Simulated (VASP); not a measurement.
A run of VASP 6.6.1 is set up as follows.

INCAR

```
PREC = Accurate
ENCUT = 520
EDIFF = 1E-6
ISMEAR = 0
SIGMA = 0.1
LREAL = False
LASPH = True
NELM = 60
ALGO = Normal
ISIF = 2
LWAVE = False
LCHARG = False
GGA = PS
NBANDS = 24
```

KPOINTS

```
regular mesh
0
Gamma
  6 6 6
```

The input POSCAR:

```
AlNi3
1.0
    0.0091803197      2.8086990902      2.8014686452
    2.8035150590      0.0061289969      2.8045199680
    2.8105818206      2.8188171747     -0.0009377647
Al Ni
1 3
Direct
    0.5179937806      0.4754529908      0.4812022906
    0.2347094222      0.2129657574      0.2359009799
    0.0527018359     -0.0376585175      0.0301498793
    0.7728995969      0.7206613382      0.8016672262
```

Potentials or basis: VASP PAW PBE potentials, release 64 (Al, Ni).

The run is started by

```console
$ cat potpaw_PBE.64/Al/POTCAR potpaw_PBE.64/Ni/POTCAR > POTCAR
$ mpirun -np 1 vasp_std > vasp.out
```

Q: What does it give for the band gap on the k mesh?

A: Zero (an odd number of electrons rules out a gap without spin polarisation).

Q: What does it give for the largest force?

A: 3.692 eV/Å.

Forces in eV/Å, atoms in the order of the input:
```
Al   0.992  0.959 -0.960
Ni   1.781  2.296  2.278
Ni  -1.522 -2.372 -2.057
Ni  -1.250 -0.883  0.738
```

Caveat: the PAW data sets were made with another functional, which shifts forces and pressure a little. Spin polarisation is off, so any magnetic state and its effect on volume and gap are missing.
